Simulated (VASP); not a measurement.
# Ag (Fm-3m) in VASP: notebook, part 2 of 3

VASP 6.6.1.

### 3 Single point, PBEsol (volume scaled by 0.45)

File INCAR:

```
SYSTEM = Ag
PREC = Accurate ; ENCUT = 520
EDIFF = 1E-6 ; ISMEAR = -1
SIGMA = 0.1 ; LREAL = .FALSE.
LASPH = .TRUE. ; NELM = 100
ALGO = Normal ; ISIF = 2
LWAVE = .FALSE. ; LCHARG = .FALSE.
GGA = PS ; NBANDS = 12
```

File KPOINTS:

```
Automatic mesh
0
G
  16 16 16
  0 0 0
```

File POSCAR:

```
Ag
1.0
    0.0000000000      1.5534236227      1.5534236227
    1.5534236227      0.0000000000      1.5534236227
    1.5534236227      1.5534236227      0.0000000000
Ag
1
Direct
    0.0000000000      0.0000000000      0.0000000000
```

Potentials or basis: VASP PAW PBE potentials, release 64 (Ag).

Run with:

```bash
$ cat potpaw_PBE.64/Ag/POTCAR > POTCAR
$ mpirun -np 1 vasp_std > vasp.out
```

OUTCAR:

```text
SYSTEM = Ag
   PREC = Accurate
   ENCUT = 520
   EDIFF = 1E-6
   ISMEAR = -1
   LREAL = .FALSE.
   LASPH = .TRUE.
   NELM = 100
   ISIF = 2
   GGA = PS

 ion  position               nearest neighbor table
   1  0.000  0.000  0.000-

  LATTYP: Found a face centered cubic cell.
 ALAT       =     3.1068472454

  Lattice vectors:

 A1 = (   0.0000000000,   1.5534236227,   1.5534236227)
 A2 = (   1.5534236227,   0.0000000000,   1.5534236227)
 A3 = (   1.5534236227,   1.5534236227,   0.0000000000)

Analysis of symmetry for initial positions (statically):
=====================================================================
 Subroutine PRICEL returns:
 Original cell was already a primitive cell.

 Routine SETGRP: Setting up the symmetry group for a
 face centered cubic supercell.

 Subroutine GETGRP returns: Found 48 space group operations
 (whereof 48 operations were pure point group operations)
 out of a pool of 48 trial point group operations.

The static configuration has the point symmetry O_h .

Analysis of symmetry for dynamics (positions and initial velocities):
=====================================================================
 Subroutine PRICEL returns:
 Original cell was already a primitive cell.

 Routine SETGRP: Setting up the symmetry group for a
 face centered cubic supercell.

 Subroutine GETGRP returns: Found 48 space group operations
 (whereof 48 operations were pure point group operations)
 out of a pool of 48 trial point group operations.

The dynamic configuration has the point symmetry O_h .

 Subroutine INISYM returns: Found 48 space group operations
 (whereof 48 operations are pure point group operations),
 and found     1 'primitive' translations

----------------------------------------------------------------------------------------

                                     Primitive cell

  volume of cell :       7.4972

  direct lattice vectors                    reciprocal lattice vectors
     0.000000000  1.553423623  1.553423623    -0.321869703  0.321869703  0.321869703
     1.553423623  0.000000000  1.553423623     0.321869703 -0.321869703  0.321869703
     1.553423623  1.553423623  0.000000000     0.321869703  0.321869703 -0.321869703

  length of vectors
     2.196872755  2.196872755  2.196872755     0.557494679  0.557494679  0.557494679

  position of ions in fractional coordinates (direct lattice)
     0.000000000  0.000000000  0.000000000

  ion indices of the primitive-cell ions
   primitive index   ion index
                 1           1

----------------------------------------------------------------------------------------

 KPOINTS: Automatic mesh

Automatic generation of k-mesh.
 Grid dimensions read from file:
 generate k-points for:   16   16   16

 Generating k-lattice:

  Cartesian coordinates                     Fractional coordinates (reciprocal lattice)
    -0.020116856  0.020116856  0.020116856     0.062500000  0.000000000  0.000000000
     0.020116856 -0.020116856  0.020116856     0.000000000  0.062500000  0.000000000
     0.020116856  0.020116856 -0.020116856     0.000000000  0.000000000  0.062500000

  Length of vectors
     0.034843417  0.034843417  0.034843417

  Shift w.r.t. Gamma in fractional coordinates (k-lattice)
     0.000000000  0.000000000  0.000000000

 Subroutine IBZKPT returns following result:
 ===========================================

 Found    145 irreducible k-points:

 Following reciprocal coordinates:
            Coordinates               Weight
  0.000000  0.000000  0.000000      1.000000
  0.062500  0.000000  0.000000      8.000000
  0.125000  0.000000  0.000000      8.000000
  0.187500  0.000000  0.000000      8.000000
  0.250000  0.000000  0.000000      8.000000
  0.312500  0.000000  0.000000      8.000000
[... 16 lines left out ...]
 -0.125000  0.062500  0.000000     24.000000
 -0.062500  0.062500  0.000000     12.000000
 [... further k-points ...]
   k-points           NKPTS =    145   k-points in BZ     NKDIM =    145   number of bands    NBANDS=     12
   number of dos      NEDOS =    301   number of ions     NIONS =      1
   total plane-waves  NPLWV =   4096
   dimension x,y,z NGX =    16 NGY =   16 NGZ =   16
   dimension x,y,z NGXF=    32 NGYF=   32 NGZF=   32
   ions per type =               1
   NGX,Y,Z   is equivalent  to a cutoff of  12.11, 12.11, 12.11 a.u.
   NGXF,Y,Z  is equivalent  to a cutoff of  24.22, 24.22, 24.22 a.u.
 SYSTEM =  Ag
   PREC   = accura    normal or accurate (medium, high low for compatibility)
   ISTART =      0    job   : 0-new  1-cont  2-samecut
   ICHARG =      2    charge: 1-file 2-atom 10-const
   ISPIN  =      1    spin polarized calculation?
   LNONCOLLINEAR =      F non collinear calculations
   LSORBIT =      F    spin-orbit coupling
   LASPH  =      T    aspherical Exc in radial PAW
   ENCUT  =  520.0 eV  38.22 Ry    6.18 a.u.   4.08  4.08  4.08*2*pi/ulx,y,z
   NELM   =    100;   NELMIN=  2; NELMDL= -5     # of ELM steps
   EDIFF  = 0.1E-05   stopping-criterion for ELM
   LREAL  =      F    real-space projection
   EDIFFG = 0.1E-04   stopping-criterion for IOM
   NSW    =      0    number of steps for IOM
   IBRION =     -1    ionic relax: 0-MD 1-quasi-New 2-CG
   NFREE  =      0    steps in history (QN), initial steepest desc. (CG)
   ISIF   =      2    stress and relaxation
   ISYM   =      2    0-nonsym 1-usesym 2-fastsym
   POTIM  = 0.5000    time-step for ionic-motion
   TEBEG  =    0.0;   TEEND  =   0.0 temperature during run
   PSTRESS=    0.0 pullay stress
   NELECT =      11.0000    total number of electrons
   NUPDOWN=      -1.0000    fix difference up-down
   EMIN   =  10.00;   EMAX   =-10.00  energy-range for DOS
   EFERMI =   0.00;   METHOD = LEGACY
   ISMEAR =    -1;   SIGMA  =   0.10  broadening in eV -4-tet -1-fermi 0-gaus
   EFERMI_NEDOS =   21; number of points for ismear=-14 and -15
   IALGO  =     38    algorithm
   IMIX   =      4    mixing-type and parameters
     AMIX     =   0.40;   BMIX     =  1.00
     AMIX_MAG =   1.60;   BMIX_MAG =  1.00
  volume/ion in A,a.u.               =       7.50        50.59
  Fermi-wavevector in a.u.,A,eV,Ry     =   1.860255  3.515372 47.083625  3.460549
  Thomas-Fermi vector in A             =   2.908306
   LORBIT       =      0    0 simple, 1 ext, 2 COOP (PROOUT), +10 PAW based schemes
   GGA     = PS    functional components
   LHFCALC =     F    Hartree Fock is set to
   AEXX    =    0.0000 exact exchange contribution
   IVDW    =     0    specifies the selected vdW correction
   LEPSILON=     F    determine dielectric tensor
   LRPA    =     F    only Hartree local field effects (RPA)
 non-spin polarized calculation
  energy-cutoff  :      520.00
  volume of cell :        7.50
 maximum number of plane-waves:       210
   NGX =  9   NGY =  9   NGZ =  9

 number of electron      11.0000004 magnetization

 Free energy of the ion-electron system (eV)
  ---------------------------------------------------
  ext. energy  EPLUGINS =         0.00000000
  ---------------------------------------------------
  free energy    TOTEN  =         7.14373768 eV

  energy without entropy =        7.14906453  energy(sigma->0) =        7.14640110

 E-fermi :  28.6208     XC(G=0): -17.9834

 val. band max:       28.5148970602   @ k =   0.5000   0.5000   0.0000
 cond. band min:      28.6488076711   @ k =  -0.2500   0.2500   0.0625
 fundamental gap:      0.1339106109
 Fermi energy:        28.6207819348

 k-point     1 :       0.0000    0.0000    0.0000
  band No.  band energies     occupation
      1      10.9977      2.00000
      2      16.1628      2.00000
      3      16.1628      2.00000
      4      16.1628      2.00000
      5      20.3455      2.00000
      6      20.3455      2.00000
      7      40.3613      0.00000
      8      49.6280      0.00000
      9      49.6280      0.00000
     10      49.6280      0.00000
     11      57.7523      0.00000
     12      59.9869      0.00000
[... 331 lines left out ...]
 k-point    24 :      -0.0625    0.0625    0.0000
  band No.  band energies     occupation
      1      11.6797      2.00000
      2      15.7520      2.00000
      3      16.4346      2.00000
      4      16.5629      2.00000
      5      19.9146      2.00000
      6      20.3749      2.00000
      7      41.6307      0.00000
      8      47.3962      0.00000
      9      50.1646      0.00000
     10      51.1882      0.00000
     11      59.5787      0.00000
     12      61.6033      0.00000

 [... further k-points ...]

------------------------ aborting loop because EDIFF is reached ----------------------------------------

  FORCE on cell =-STRESS in cart. coord.  units (eV):
  Direction    XX          YY          ZZ          XY          YZ          ZX
  --------------------------------------------------------------------------------------
  -------------------------------------------------------------------------------------
  Total       38.7018776     38.7018776     38.7018776      0.0000000      0.0000000      0.0000000
  in kB     8270.7121507   8270.7121507   8270.7121507      0.0000000      0.0000000      0.0000000
  external PRESSURE =    8270.7121507 kB  Pullay stress =       0.0000000 kB

 VOLUME and BASIS-vectors are now :
 -----------------------------------------------------------------------------
  energy-cutoff  :      520.00
  volume of cell :        7.50
      direct lattice vectors                 reciprocal lattice vectors
     0.000000000  1.553423623  1.553423623    -0.321869703  0.321869703  0.321869703
     1.553423623  0.000000000  1.553423623     0.321869703 -0.321869703  0.321869703
     1.553423623  1.553423623  0.000000000     0.321869703  0.321869703 -0.321869703

 POSITION                                       TOTAL-FORCE (eV/Angst)
 -----------------------------------------------------------------------------------
      0.00000      0.00000      0.00000         0.000000      0.000000      0.000000
 -----------------------------------------------------------------------------------
    total drift:                                0.000000      0.000000     -0.000000

  FREE ENERGIE OF THE ION-ELECTRON SYSTEM (eV)
  ---------------------------------------------------
  free  energy   TOTEN  =         7.1437376806 eV

  energy  without entropy=        7.1490645250  energy(sigma->0) =        7.14640110
```

OSZICAR:

```text
N       E                     dE             d eps       ncg     rms          rms(c)
DAV:   1     0.613469787553E+02    0.61347E+02   -0.57053E+03  3520   0.941E+02
DAV:   2     0.712947534117E+01   -0.54218E+02   -0.52419E+02  4048   0.234E+02
DAV:   3     0.648666360051E+01   -0.64281E+00   -0.64235E+00  4300   0.246E+01
DAV:   4     0.648601163037E+01   -0.65197E-03   -0.65194E-03  4208   0.846E-01
DAV:   5     0.648601077056E+01   -0.85981E-06   -0.86120E-06  4400   0.289E-02    0.599E+01
DAV:   6     0.689588230662E+01    0.40987E+00   -0.22804E-02  4368   0.144E+00    0.357E+01
DAV:   7     0.714396324171E+01    0.24808E+00   -0.48369E-02  4072   0.208E+00    0.370E-01
DAV:   8     0.714378865917E+01   -0.17458E-03   -0.19876E-03  4036   0.450E-01    0.149E-01
DAV:   9     0.714374661749E+01   -0.42042E-04   -0.25652E-05  4104   0.471E-02    0.420E-02
DAV:  10     0.714373757775E+01   -0.90397E-05   -0.41700E-06  4020   0.146E-02    0.475E-03
DAV:  11     0.714373768058E+01    0.10283E-06   -0.88150E-08  2656   0.273E-03
   1 F= 0.71437377E+01 E0= 0.71464011E+01  d E =-.532684E-02
```

stdout:

```text
POSCAR found type information on POSCAR Ag
 POSCAR found :  1 types and       1 ions
 scaLAPACK will be used
 -----------------------------------------------------------------------------
|                                                                             |
|                                                                             |
|     You enforced a specific xc type in the INCAR file but a different       |
|     I HOPE YOU KNOW WHAT YOU ARE DOING!                                     |
|                                                                             |
 -----------------------------------------------------------------------------

 LDA part: xc-table for (Slater+PW92), standard interpolation
 POSCAR, INCAR and KPOINTS ok, starting setup
 FFT: planning ... GRIDC
 FFT: planning ... GRID_SOFT
 FFT: planning ... GRID
 WAVECAR not read
 entering main loop
```

Wall time 6.1 s (1 thread of Intel Xeon Platinum 8375C at 2.90GHz (Ice Lake), shared host); peak memory 0.12 GiB.

The run converged, but its numbers aren't listed here, since they failed a check.

Caveat: the PAW data sets were made with another functional, which shifts forces and pressure a little.

(Continued in part 3 of 3.)
